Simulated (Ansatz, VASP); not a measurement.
One calculation of CdSe, two programs

File INCAR:

```
PREC = Accurate
ENCUT = 520
EDIFF = 1E-7
ISMEAR = 0
SIGMA = 0.05
LREAL = F
LASPH = T
NELM = 60
ALGO = Normal
ISIF = 2
LWAVE = F
LCHARG = F
GGA = PE
NBANDS = 16
```

Contents of KPOINTS:

```
Automatic mesh
0
Gamma
  10 10 10
```

The input POSCAR:

```
CdSe
1.0
    0.0000000000      3.2481066915      3.2481066915
    3.2481066915      0.0000000000      3.2481066915
    3.1627897557      3.1627897557      0.0853169358
Cd Se
1 1
Direct
    0.0000000000      0.0000000000      0.0000000000
    0.7500000000      0.7500000000      0.7500000000
```

Input for Ansatz:

```yaml
crystal:
  lattice:
    - [0.0, 3.2481066915, 3.2481066915]
    - [3.2481066915, 0.0, 3.2481066915]
    - [3.1627897557, 3.1627897557, 0.0853169358]
  atoms:
    - { symbol: Cd, position: [0.0, 0.0, 0.0] }
    - { symbol: Se, position: [0.75, 0.75, 0.75] }
basis:
  ecutwfc: 420
kpoints:
  mp_grid: { grid: [10, 10, 10] }
hamiltonian:
  xc: pbe
scf:
  occupations: { method: gaussian, width: 0.05 }
output:
  forces: true
  stress: true
  eigenvalues: true
  write_density: true
  write_potential: true
  elf: true
  volumetric_format: npy
```

Alike in both runs: task single point; functional PBE; k mesh 10 × 10 × 10; occupations gaussian, width 0.05 eV; no spin polarisation.

|  | VASP | Ansatz |
| --- | --- | --- |
| version | VASP 6.6.1 | Ansatz 0.2.0 |
| potentials or method | VASP PAW PBE potentials, release 64 (Cd, Se), cutoff 520 eV | scalar-relativistic, plane waves, PAW |
| valence electrons in the cell | 18 | 36 |

|  | VASP | Ansatz | Ansatz less VASP |
| --- | --- | --- | --- |
| gap on the k mesh at the Fermi level (eV) | 0.33 | 0.33 | +0.003 |
| least direct gap on the mesh (eV) | 0.33 | 0.33 | +0.003 |
| pressure (GPa) | -3.3 | -3.5 | -0.16 |
| traceless stress, the component that is largest in VASP (GPa) | 0.72 | 0.70 | -0.019 |
| rms of the force components (eV/Å) | 0.079 | 0.074 | -0.0047 |

Atom by atom the forces differ by 0.005 eV/Å (rms over components). With one functional, cell and mesh, what is left measures potentials, basis and numerics. VASP's potentials hold 18 valence electrons a cell and Ansatz's 36, so a difference there can come from the potentials and not from the codes.
